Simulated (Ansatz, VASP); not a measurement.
WS2: VASP beside Ansatz

```
CELL_PARAMETERS angstrom
1.58946 0.91767 6.20415
-1.58946 0.91767 6.20415
0.00000 -1.83535 6.20415
ATOMIC_POSITIONS crystal
W 0.00000 0.00000 0.00000
S 0.75030 0.75030 0.75030
S 0.58100 0.58100 0.58100
```

Change from the starting cell: volume scaled by 1.02, crystal datasets.

Alike in both runs: task electric field gradients; functional PBEsol; k mesh 15 × 15 × 15; occupations fermi-dirac, width 0.03 eV; no spin polarisation.

```csv
,VASP,Ansatz
version,VASP 6.6.1,Ansatz 0.2.0
potentials or method,"VASP PAW PBE potentials, release 64 (W_sv, S), cutoff 520 eV","all-electron PAW with datasets made for the crystal, scalar-relativistic"
```

VASP gave:

| Item | Value |
| --- | --- |
| pressure (GPa) | -3.7 |
| traceless stress, the component that is largest in VASP (GPa) | 0.51 |
| rms of the force components (eV/Å) | 0.298 |
| size of Vzz on the site where it differs most (V/Å²) | 150.2 |

Problem. Estimate Ansatz's values.

Solution. Pressure (GPa): -3.7; traceless stress, the component that is largest in VASP (GPa): 0.47; rms of the force components (eV/Å): 0.302; size of Vzz on the site where it differs most (V/Å²): 165.6.

VASP's potentials were made for PBE, not for PBEsol. Atom by atom the forces differ by 0.008 eV/Å (rms over components). Ansatz ran all-electron here, and VASP with PAW potentials.

Spin-orbit coupling is off throughout.
